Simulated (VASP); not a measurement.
# SnO (Pmn2_1) in VASP: single point with PBEsol

Aim: the single point of SnO with PBEsol.

Program: VASP 6.6.1. These are calculated values, not measurements. Logs are shortened: lines on timing, memory, paths and dates and some standing lists are left out, and cuts for length are marked.

## (1) The cell of the first run

Symmetry: Pmn2_1, No. 31, orthorhombic system. Conventional cell: a = 3.355 Å, b = 5.674 Å, c = 4.222 Å, α = 90.00°, β = 90.00°, γ = 90.00°. Within 2.8 Å of Sn (site symmetry m) lie 3 O at 2.15 to 2.16 Å. Within 2.8 Å of O (site symmetry m) lie 3 Sn at 2.15 to 2.16 Å.

## (2) Single point, PBEsol

File INCAR:

```
PREC = Accurate
ENCUT = 520
EDIFF = 1E-6
ISMEAR = 0
SIGMA = 0.05
LREAL = F
LASPH = T
NELM = 60
ALGO = Normal
ISIF = 2
LWAVE = F
LCHARG = F
GGA = PS
NBANDS = 50
```

File KPOINTS:

```
regular mesh
0
Gamma
  6 8 3
```

File POSCAR:

```
SnO
1.0
    0.0000000000      0.0000000000     -4.2219700000
   -3.3550050000      0.0000000000      0.0000000000
    0.0000000000     11.3482080000      0.0000000000
Sn O
4 4
Direct
    0.4868560000      0.0000000000      0.1159545000
    0.4868560000      0.0000000000      0.6159545000
    0.9868560000      0.5000000000      0.3840455000
    0.9868560000      0.5000000000      0.8840455000
    0.2631430000      0.0000000000      0.4456250000
    0.2631430000      0.0000000000      0.9456250000
    0.7631430000      0.5000000000      0.0543750000
    0.7631430000      0.5000000000      0.5543750000
```

Potentials or basis: VASP PAW PBE potentials, release 64 (Sn_d, O).

On the command line:

```console
$ cat potpaw_PBE.64/Sn_d/POTCAR potpaw_PBE.64/O/POTCAR > POTCAR
$ mpirun -np 1 vasp_std > vasp.out
```

OUTCAR:

```text
PREC = Accurate
   ENCUT = 520
   EDIFF = 1E-6
   ISMEAR = 0
   LREAL = F
   LASPH = T
   NELM = 60
   ISIF = 2
   GGA = PS

 ion  position               nearest neighbor table
   1  0.487  0.000  0.116-   6 2.15   7 2.16   7 2.16
   2  0.487  0.000  0.616-   5 2.15   8 2.16   8 2.16
   3  0.987  0.500  0.384-   8 2.15   5 2.16   5 2.16
   4  0.987  0.500  0.884-   7 2.15   6 2.16   6 2.16
   5  0.263  0.000  0.446-   2 2.15   3 2.16   3 2.16
   6  0.263  0.000  0.946-   1 2.15   4 2.16   4 2.16
   7  0.763  0.500  0.054-   4 2.15   1 2.16   1 2.16
   8  0.763  0.500  0.554-   3 2.15   2 2.16   2 2.16
[... 8 lines left out ...]
 A1 = (   3.3550050000,   0.0000000000,   0.0000000000)
 A2 = (   0.0000000000,   0.0000000000,  -4.2219700000)
 A3 = (   0.0000000000,  11.3482080000,   0.0000000000)

Analysis of symmetry for initial positions (statically):
=====================================================================
 Subroutine PRICEL returns following result:

  LATTYP: Found a simple orthorhombic cell.
 ALAT       =     3.3550050000
 B/A-ratio  =     1.2584094510
 C/A-ratio  =     1.6912356315

  Lattice vectors:

 A1 = (   3.3550050000,   0.0000000000,   0.0000000000)
 A2 = (   0.0000000000,   0.0000000000,  -4.2219700000)
 A3 = (   0.0000000000,   5.6741040000,   0.0000000000)

   2 primitive cells build up your supercell.

 Routine SETGRP: Setting up the symmetry group for a
 simple orthorhombic supercell.

 Subroutine GETGRP returns: Found  4 space group operations
 (whereof  2 operations were pure point group operations)
 out of a pool of  8 trial point group operations.

The static configuration has the point symmetry C_1h.
 The point group associated with its full space group is C_2v.

Analysis of symmetry for dynamics (positions and initial velocities):
=====================================================================
 Subroutine PRICEL returns following result:

  LATTYP: Found a simple orthorhombic cell.
 ALAT       =     3.3550050000
 B/A-ratio  =     1.2584094510
 C/A-ratio  =     1.6912356315

  Lattice vectors:

 A1 = (   3.3550050000,   0.0000000000,   0.0000000000)
 A2 = (   0.0000000000,   0.0000000000,  -4.2219700000)
 A3 = (   0.0000000000,   5.6741040000,   0.0000000000)

   2 primitive cells build up your supercell.

 Routine SETGRP: Setting up the symmetry group for a
[... 113 lines left out ...]
   EDIFFG = 0.1E-04   stopping-criterion for IOM
   NSW    =      0    number of steps for IOM
   IBRION =     -1    ionic relax: 0-MD 1-quasi-New 2-CG
   NFREE  =      0    steps in history (QN), initial steepest desc. (CG)
   ISIF   =      2    stress and relaxation
   ISYM   =      2    0-nonsym 1-usesym 2-fastsym
   POTIM  = 0.5000    time-step for ionic-motion
   TEBEG  =    0.0;   TEEND  =   0.0 temperature during run
   PSTRESS=    0.0 pullay stress
   NELECT =      80.0000    total number of electrons
   NUPDOWN=      -1.0000    fix difference up-down
   EMIN   =  10.00;   EMAX   =-10.00  energy-range for DOS
   EFERMI =   0.00;   METHOD = LEGACY
   ISMEAR =     0;   SIGMA  =   0.05  broadening in eV -4-tet -1-fermi 0-gaus
   EFERMI_NEDOS =   21; number of points for ismear=-14 and -15
   IALGO  =     38    algorithm
   IMIX   =      4    mixing-type and parameters
     AMIX     =   0.40;   BMIX     =  1.00
     AMIX_MAG =   1.60;   BMIX_MAG =  1.00
  volume/ion in A,a.u.               =      20.09       135.59
  Fermi-wavevector in a.u.,A,eV,Ry     =   1.297357  2.451650 22.900458  1.683136
  Thomas-Fermi vector in A             =   2.428755
   LORBIT       =      0    0 simple, 1 ext, 2 COOP (PROOUT), +10 PAW based schemes
   GGA     = PS    functional components
   LHFCALC =     F    Hartree Fock is set to
   AEXX    =    0.0000 exact exchange contribution
   IVDW    =     0    specifies the selected vdW correction
   LEPSILON=     F    determine dielectric tensor
   LRPA    =     F    only Hartree local field effects (RPA)
 non-spin polarized calculation
 Gauss-broadening in eV      SIGMA  =   0.05
  energy-cutoff  :      520.00
  volume of cell :      160.74
 maximum number of plane-waves:      4356
 NGX is ok and might be reduce to    32
   NGX = 15   NGY = 13   NGZ = 43

 number of electron      79.9999984 magnetization

 Free energy of the ion-electron system (eV)
  ---------------------------------------------------
  ext. energy  EPLUGINS =         0.00000000
  ---------------------------------------------------
  free energy    TOTEN  =       -47.59185960 eV

  energy without entropy =      -47.59185960  energy(sigma->0) =      -47.59185960

 E-fermi :   4.9937     XC(G=0):  -9.7645

 val. band max:        4.7073515919   @ k =   0.0000   0.0000   0.0000
 cond. band min:       6.0366895053   @ k =   0.0000   0.3750   0.0000
 fundamental gap:      1.3293379134
 Fermi energy:         4.9937153770

 k-point     1 :       0.0000    0.0000    0.0000
  band No.  band energies     occupation
      1     -16.4166      2.00000
      2     -16.4084      2.00000
      3     -16.0942      2.00000
      4     -16.0898      2.00000
      5     -16.0057      2.00000
      6     -15.9986      2.00000
[... 1261 lines left out ...]
     49      12.5384      0.00000
     50      12.5454      0.00000

 [... further k-points ...]

------------------------ aborting loop because EDIFF is reached ----------------------------------------

  FORCE on cell =-STRESS in cart. coord.  units (eV):
  Direction    XX          YY          ZZ          XY          YZ          ZX
  --------------------------------------------------------------------------------------
  -------------------------------------------------------------------------------------
  Total       -3.5085588     -2.5886855     -2.5593727      0.0000000      0.0000000      0.0000000
  in kB      -34.9706525    -25.8020536    -25.5098862      0.0000000      0.0000000      0.0000000
  external PRESSURE =     -28.7608641 kB  Pullay stress =       0.0000000 kB

 VOLUME and BASIS-vectors are now :
 -----------------------------------------------------------------------------
  energy-cutoff  :      520.00
  volume of cell :      160.74
      direct lattice vectors                 reciprocal lattice vectors
     0.000000000  0.000000000 -4.221970000     0.000000000  0.000000000 -0.236856254
    -3.355005000  0.000000000  0.000000000    -0.298062149  0.000000000  0.000000000
     0.000000000 11.348208000  0.000000000     0.000000000  0.088119640  0.000000000

 POSITION                                       TOTAL-FORCE (eV/Angst)
 -----------------------------------------------------------------------------------
      0.00000      1.31588     -2.05549        -0.000000     -0.335498     -0.098086
      0.00000      6.98998     -2.05549         0.000000     -0.335498     -0.098086
     -1.67750      4.35823     -4.16648         0.000000      0.335498     -0.098086
     -1.67750     10.03233     -4.16648        -0.000000      0.335498     -0.098086
      0.00000      5.05705     -1.11098        -0.000000      0.121923      0.098086
      0.00000     10.73115     -1.11098        -0.000000      0.121923      0.098086
     -1.67750      0.61706     -3.22197        -0.000000     -0.121923      0.098086
     -1.67750      6.29116     -3.22197        -0.000000     -0.121923      0.098086
 -----------------------------------------------------------------------------------
    total drift:                               -0.000000      0.000006     -0.000860

  FREE ENERGIE OF THE ION-ELECTRON SYSTEM (eV)
  ---------------------------------------------------
  free  energy   TOTEN  =       -47.5918595989 eV

  energy  without entropy=      -47.5918595989  energy(sigma->0) =      -47.59185960
```

stdout:

```text
POSCAR found type information on POSCAR SnO
 POSCAR found :  2 types and       8 ions
 scaLAPACK will be used
 -----------------------------------------------------------------------------
|                                                                             |
|                                                                             |
|     You enforced a specific xc type in the INCAR file but a different       |
|     I HOPE YOU KNOW WHAT YOU ARE DOING!                                     |
|                                                                             |
 -----------------------------------------------------------------------------

 LDA part: xc-table for (Slater+PW92), standard interpolation
 POSCAR, INCAR and KPOINTS ok, starting setup
 FFT: planning ... GRIDC
 FFT: planning ... GRID_SOFT
 FFT: planning ... GRID
 WAVECAR not read
 entering main loop
```

It took 5.6 min on 1 thread of Intel Xeon Platinum 8259CL at 2.50GHz (Skylake/Cascade Lake), shared host; peak memory 0.4 GiB.

Results:

```
Free energy            : -47.5919 eV
Pressure               : -2.9 GPa
Largest force          : 0.350 eV/Å
Band gap on the k mesh : 1.33 eV
```

Forces in eV/Å, atoms in the order of the input:
```
Sn   0.000 -0.335 -0.098
Sn   0.000 -0.335 -0.098
Sn   0.000  0.335 -0.098
Sn   0.000  0.335 -0.098
O    0.000  0.122  0.098
O    0.000  0.122  0.098
O    0.000 -0.122  0.098
O    0.000 -0.122  0.098
```

Levels at points of the mesh, in eV from the valence-band top:
```
           k point  band 36  band 37  band 38  band 39  band 40  band 41  band 42  band 43  band 44  band 45
(0.00, 0.00, 0.00)    -2.64    -2.05    -1.59    -1.37     0.00     2.61     3.10     3.27     3.86     4.79
(0.50, 0.00, 0.00)    -2.92    -1.66    -1.66    -1.51    -1.51     1.87     1.87     2.61     2.61     5.17
(0.00, 0.50, 0.00)    -2.58    -1.25    -1.25    -0.91    -0.91     1.83     1.83     2.53     2.53     5.48
(0.50, 0.50, 0.00)    -3.15    -1.08    -1.08    -0.43    -0.43     2.06     2.06     2.38     2.38     4.10
```

Caveat: the PAW data sets were made with another functional, which shifts forces and pressure a little; spin-orbit coupling is left out, which moves the levels of the heavy elements. A k mesh can miss the band edges.
